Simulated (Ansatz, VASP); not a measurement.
C in VASP and in Ansatz

```xyz
8
Lattice="2.0864 -4.3148 -0.0556 2.1328 4.3373 -0.0006 -0.0332 0.0158 2.5299" Properties=species:S:1:pos:R:3 pbc="T T T"
C     3.4005    1.4771   -0.0455
C     0.7943   -1.4269   -0.0370
C     0.8096    1.4288   -0.0136
C     3.4659   -1.4515   -0.0215
C     1.3177   -0.7630    1.2294
C     2.8640    0.7559    1.2677
C     2.8010   -0.6812    1.2200
C     1.3575    0.7825    1.2354
```

Change from the starting cell: all atoms moved at random (sigma 0.03 Å a component), cell strained at random (sigma 0.01).

Alike in both runs: task single point; functional LDA; k mesh 6 × 6 × 10; occupations gaussian, width 0.05 eV; no spin polarisation.

|  | VASP | Ansatz |
| --- | --- | --- |
| version | VASP 6.6.1 | Ansatz 0.2.0 |
| potentials or method | VASP PAW LDA potentials, release 64 (C), cutoff 520 eV | scalar-relativistic, plane waves, PAW |
| valence electrons in the cell | 32 | 32 |

```tsv
	VASP	Ansatz	Ansatz less VASP
gap on the k mesh at the Fermi level (eV)	2.36	2.38	+0.016
least direct gap on the mesh (eV)	4.38	4.39	+0.015
pressure (GPa)	-1.4	-2.9	-1.46
traceless stress, the component that is largest in VASP (GPa)	-18.04	-17.87	+0.168
rms of the force components (eV/Å)	1.948	1.931	-0.0169
```

LDA's correlation is that of Perdew and Zunger in VASP and of Perdew and Wang (1992) in Ansatz. Atom by atom the forces differ by 0.023 eV/Å (rms over components).
